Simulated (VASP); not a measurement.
# CuAu (Tetraauricupride) (P4/mmm) in VASP: further runs, part 2 of 2

VASP 6.6.1. The steps go on from the part before.

**3. Relaxation of cell and atoms, LDA**

This run uses another cell than the first one, of 15.01 Å³/atom, 1.089 times its volume.

File INCAR:

```
SYSTEM = CuAu
PREC     = Accurate       ! precision mode
ENCUT    = 600            ! plane-wave cutoff, eV
EDIFF    = 1E-6           ! SCF threshold, eV
ISMEAR   = 0              ! smearing method
SIGMA    = 0.1            ! smearing width, eV
LREAL    = .FALSE.        ! projectors in reciprocal space
LASPH    = .TRUE.         ! aspherical terms in the spheres
NELM     = 100            ! most SCF steps
ALGO     = Normal         ! electronic algorithm
ISIF     = 3              ! what is computed and relaxed
LWAVE    = .FALSE.        ! write WAVECAR
LCHARG   = .FALSE.        ! write CHGCAR
IBRION   = 2              ! ionic algorithm
NSW      = 70             ! ionic steps
EDIFFG   = -0.005         ! ionic threshold
```

File KPOINTS:

```
Automatic mesh
0
G
  16 16 12
  0 0 0
```

File POSCAR:

```
CuAu
1.0
    2.8712762975      0.0000000000      0.0000000000
    0.0000000000      2.8712762975      0.0000000000
    0.0000000000      0.0000000000      3.6404327320
Cu Au
1 1
Direct
    0.5000000000      0.5000000000      0.5000000000
    0.0000000000      0.0000000000      0.0000000000
```

Potentials or basis: VASP PAW LDA potentials, release 64 (Cu, Au).

Run with:

```sh
$ cat potpaw_LDA.64/Cu/POTCAR potpaw_LDA.64/Au/POTCAR > POTCAR
$ mpirun -np 1 vasp_std > vasp.out
```

OUTCAR:

```text
SYSTEM = CuAu
   PREC = Accurate
   ENCUT = 600
   EDIFF = 1E-6
   ISMEAR = 0
   LREAL = .FALSE.
   LASPH = .TRUE.
   NELM = 100
   ISIF = 3
   IBRION = 2
   NSW = 70
   EDIFFG = -0.005

 ion  position               nearest neighbor table
   1  0.500  0.500  0.500-   2 2.73   2 2.73   2 2.73   2 2.73   2 2.73   2 2.73   2 2.73   2 2.73

   2  0.000  0.000  0.000-   1 2.73   1 2.73   1 2.73   1 2.73   1 2.73   1 2.73   1 2.73   1 2.73

  LATTYP: Found a simple tetragonal cell.
 ALAT       =     2.8712762975
 C/A-ratio  =     1.2678796308

  Lattice vectors:

 A1 = (   2.8712762975,   0.0000000000,   0.0000000000)
 A2 = (   0.0000000000,   2.8712762975,   0.0000000000)
 A3 = (   0.0000000000,   0.0000000000,   3.6404327320)

Analysis of symmetry for initial positions (statically):
=====================================================================
 Subroutine PRICEL returns:
 Original cell was already a primitive cell.

 Routine SETGRP: Setting up the symmetry group for a
 simple tetragonal supercell.

 Subroutine GETGRP returns: Found 16 space group operations
 (whereof 16 operations were pure point group operations)
 out of a pool of 16 trial point group operations.

The static configuration has the point symmetry D_4h.

Analysis of symmetry for dynamics (positions and initial velocities):
=====================================================================
 Subroutine PRICEL returns:
 Original cell was already a primitive cell.

 Routine SETGRP: Setting up the symmetry group for a
 simple tetragonal supercell.

 Subroutine GETGRP returns: Found 16 space group operations
 (whereof 16 operations were pure point group operations)
 out of a pool of 16 trial point group operations.

The dynamic configuration has the point symmetry D_4h.

 Subroutine INISYM returns: Found 16 space group operations
 (whereof 16 operations are pure point group operations),
 and found     1 'primitive' translations

----------------------------------------------------------------------------------------

                                     Primitive cell

  volume of cell :      30.0126

  direct lattice vectors                    reciprocal lattice vectors
     2.871276298  0.000000000  0.000000000     0.348277176  0.000000000  0.000000000
     0.000000000  2.871276298  0.000000000     0.000000000  0.348277176  0.000000000
     0.000000000  0.000000000  3.640432732     0.000000000  0.000000000  0.274692619

  length of vectors
     2.871276298  2.871276298  3.640432732     0.348277176  0.348277176  0.274692619

  position of ions in fractional coordinates (direct lattice)
     0.500000000  0.500000000  0.500000000
     0.000000000  0.000000000  0.000000000

  ion indices of the primitive-cell ions
   primitive index   ion index
                 1           1
                 2           2

----------------------------------------------------------------------------------------

 KPOINTS: Automatic mesh

Automatic generation of k-mesh.
 Grid dimensions read from file:
 generate k-points for:   16   16   12

 Generating k-lattice:

  Cartesian coordinates                     Fractional coordinates (reciprocal lattice)
[... 59 lines left out ...]
   NELM   =    100;   NELMIN=  2; NELMDL= -5     # of ELM steps
   EDIFF  = 0.1E-05   stopping-criterion for ELM
   LREAL  =      F    real-space projection
   EDIFFG = -.5E-02   stopping-criterion for IOM
   NSW    =     70    number of steps for IOM
   IBRION =      2    ionic relax: 0-MD 1-quasi-New 2-CG
   NFREE  =      1    steps in history (QN), initial steepest desc. (CG)
   ISIF   =      3    stress and relaxation
   ISYM   =      2    0-nonsym 1-usesym 2-fastsym
   POTIM  = 0.5000    time-step for ionic-motion
   TEBEG  =    0.0;   TEEND  =   0.0 temperature during run
   PSTRESS=    0.0 pullay stress
   NELECT =      22.0000    total number of electrons
   NUPDOWN=      -1.0000    fix difference up-down
   EMIN   =  10.00;   EMAX   =-10.00  energy-range for DOS
   EFERMI =   0.00;   METHOD = LEGACY
   ISMEAR =     0;   SIGMA  =   0.10  broadening in eV -4-tet -1-fermi 0-gaus
   EFERMI_NEDOS =   21; number of points for ismear=-14 and -15
   IALGO  =     38    algorithm
   IMIX   =      4    mixing-type and parameters
     AMIX     =   0.40;   BMIX     =  1.00
     AMIX_MAG =   1.60;   BMIX_MAG =  1.00
  volume/ion in A,a.u.               =      15.01       101.27
  Fermi-wavevector in a.u.,A,eV,Ry     =   1.476096  2.789418 29.645199  2.178861
  Thomas-Fermi vector in A             =   2.590665
   LORBIT       =      0    0 simple, 1 ext, 2 COOP (PROOUT), +10 PAW based schemes
   GGA     = CA    functional components
   LHFCALC =     F    Hartree Fock is set to
   AEXX    =    0.0000 exact exchange contribution
   IVDW    =     0    specifies the selected vdW correction
   LEPSILON=     F    determine dielectric tensor
   LRPA    =     F    only Hartree local field effects (RPA)
 conjugate gradient relaxation of ions
 non-spin polarized calculation
 Gauss-broadening in eV      SIGMA  =   0.10
  energy-cutoff  :      600.00
  volume of cell :       30.01
 maximum number of plane-waves:      1020
 NGX is ok and might be reduce to    24
   NGX = 11   NGY = 11   NGZ = 15

--------------------------------------- Ionic step        1  -------------------------------------------

 number of electron      21.9999996 magnetization

 Free energy of the ion-electron system (eV)
  ---------------------------------------------------
  ext. energy  EPLUGINS =         0.00000000
  ---------------------------------------------------
  free energy    TOTEN  =        -9.16907559 eV

  energy without entropy =       -9.16608217  energy(sigma->0) =       -9.16757888

------------------------ aborting loop because EDIFF is reached ----------------------------------------

  FORCE on cell =-STRESS in cart. coord.  units (eV):
  Direction    XX          YY          ZZ          XY          YZ          ZX
  --------------------------------------------------------------------------------------
  -------------------------------------------------------------------------------------
  Total       -2.3424574     -2.3424574     -2.2788100      0.0000000      0.0000000      0.0000000
  in kB     -125.0487329   -125.0487329   -121.6510107      0.0000000      0.0000000      0.0000000
  external PRESSURE =    -123.9161588 kB  Pullay stress =       0.0000000 kB
[... 23 lines left out ...]
--------------------------------------- Ionic step        2  -------------------------------------------

 number of electron      21.9999994 magnetization

 E-fermi :  10.9040     XC(G=0): -13.8165

 val. band max:       10.9021509810   @ k =   0.5000   0.1250   0.1667
 cond. band min:      10.9147286776   @ k =   0.5000   0.1875   0.0000
 fundamental gap:      0.0125776966
 Fermi energy:        10.9039512689

 k-point     1 :       0.0000    0.0000    0.0000
  band No.  band energies     occupation
      1      -0.3762      2.00000
      2       3.0347      2.00000
      3       3.1879      2.00000
      4       6.0685      2.00000
      5       6.0685      2.00000
      6       7.3333      2.00000
      7       7.5128      2.00000
      8       8.4022      2.00000
      9       8.9433      2.00000
     10       9.2261      2.00000
     11       9.2261      2.00000
     12      13.2268      0.00000
     13      20.9005      0.00000
     14      20.9330      0.00000
[... 480 lines left out ...]
  FREE ENERGIE OF THE ION-ELECTRON SYSTEM (eV)
  ---------------------------------------------------
  free  energy   TOTEN  =        -9.2678007963 eV

  energy  without entropy=       -9.2649130320  energy(sigma->0) =       -9.26635691

[... ionic steps 4 to 9 ...]

--------------------------------------- Ionic step       10  -------------------------------------------

 number of electron      22.0000004 magnetization

------------------------ aborting loop because EDIFF is reached ----------------------------------------
[... 67 lines left out ...]
--------------------------------------- Ionic step       12  -------------------------------------------

 number of electron      22.0000004 magnetization

 Free energy of the ion-electron system (eV)
  ---------------------------------------------------
  ext. energy  EPLUGINS =         0.00000000
  ---------------------------------------------------
  free energy    TOTEN  =        -9.26792378 eV

  energy without entropy =       -9.26505551  energy(sigma->0) =       -9.26648964

 E-fermi :   9.3237     XC(G=0): -13.2727

 val. band max:        9.3068758650   @ k =   0.3750   0.3750   0.2500
 cond. band min:       9.3365772804   @ k =   0.4375   0.3750   0.1667
 fundamental gap:      0.0297014154
 Fermi energy:         9.3236758433

 k-point     1 :       0.0000    0.0000    0.0000
  band No.  band energies     occupation
      1      -0.9720      2.00000
      2       2.3430      2.00000
      3       2.4882      2.00000
      4       4.9678      2.00000
      5       4.9678      2.00000
      6       6.0459      2.00000
      7       6.3287      2.00000
      8       7.0728      2.00000
      9       7.5144      2.00000
     10       7.7543      2.00000
     11       7.7543      2.00000
     12      11.8276      0.00000
     13      18.4568      0.00000
     14      19.0101      0.00000
[... 444 lines left out ...]
  FREE ENERGIE OF THE ION-ELECTRON SYSTEM (eV)
  ---------------------------------------------------
  free  energy   TOTEN  =        -9.2679237770 eV

  energy  without entropy=       -9.2650555104  energy(sigma->0) =       -9.26648964

 reached required accuracy - stopping structural energy minimisation
```

Run time: 5.9 min. Hardware: 1 thread of AMD EPYC 9R45 (Zen 5), shared host; peak memory 0.29 GiB.

What came out:

* Free energy: -9.2679 eV
* Relaxed volume: 13.83 Å³/atom
* Relaxed cell: a = 2.796 Å, b = 2.796 Å, c = 3.539 Å, α = 90.00°, β = 90.00°, γ = 90.00°
* Space group after relaxing (to 0.05 Å): P4/mmm (No. 123)
* Energy gained by relaxing: 49.4 meV/atom
* Ionic steps: 12
* Pressure after relaxing: 0.0 GPa
* Band gap on the k mesh: zero (band 11 reaches 14.59 eV, above the bottom of band 12 at 7.10 eV)

Step by step:
```
step  energy change (eV)  largest force (eV/Å)  pressure (GPa)  volume (Å³)
   1              0.0000                0.0000          -12.39        30.01
   2              0.0513                0.0000           21.36        25.25
   3             -0.0987                0.0000           -0.67        27.73
   4             -0.0988                0.0000            0.06        27.64
   5             -0.0988                0.0000            0.02        27.66
   6             -0.0988                0.0000           -0.14        27.69
   7             -0.0988                0.0000           -0.16        27.67
   8             -0.0988                0.0000           -0.07        27.67
   9             -0.0988                0.0000           -0.05        27.66
  10             -0.0988                0.0000           -0.06        27.65
  11             -0.0988                0.0000           -0.06        27.66
  12             -0.0988                0.0000           -0.01        27.66
```

Final structure:
```
Cu Au
1.0
     2.79552    0.00000    0.00000
     0.00000    2.79552    0.00000
     0.00000    0.00000    3.53941
Cu Au
1 1
Direct
  0.50000 0.50000 0.50000
  0.00000 0.00000 0.00000
```

Levels at points of the mesh, in eV from the Fermi level:
| k point | band 9 | band 10 | band 11 | band 12 | band 13 | band 14 |
| --- | --- | --- | --- | --- | --- | --- |
| (0.00, 0.00, 0.00) | -1.81 | -1.57 | -1.57 | 2.50 | 9.13 | 9.69 |
| (0.50, 0.00, 0.00) | -2.67 | -2.45 | -1.07 | -0.26 | 10.02 | 10.15 |
| (0.50, 0.50, 0.00) | -1.43 | -1.43 | 0.29 | 0.29 | 5.14 | 6.99 |
| (0.00, 0.00, 0.50) | -2.61 | -2.61 | -2.49 | -2.22 | 14.32 | 14.70 |
| (0.50, 0.00, 0.50) | -1.68 | -1.60 | -1.26 | -1.25 | 2.85 | 4.75 |
| (0.50, 0.50, 0.50) | -1.85 | -1.76 | 5.26 | 5.60 | 5.60 | 6.28 |

Caveat: spin-orbit coupling is left out, which moves the levels of the heavy elements.
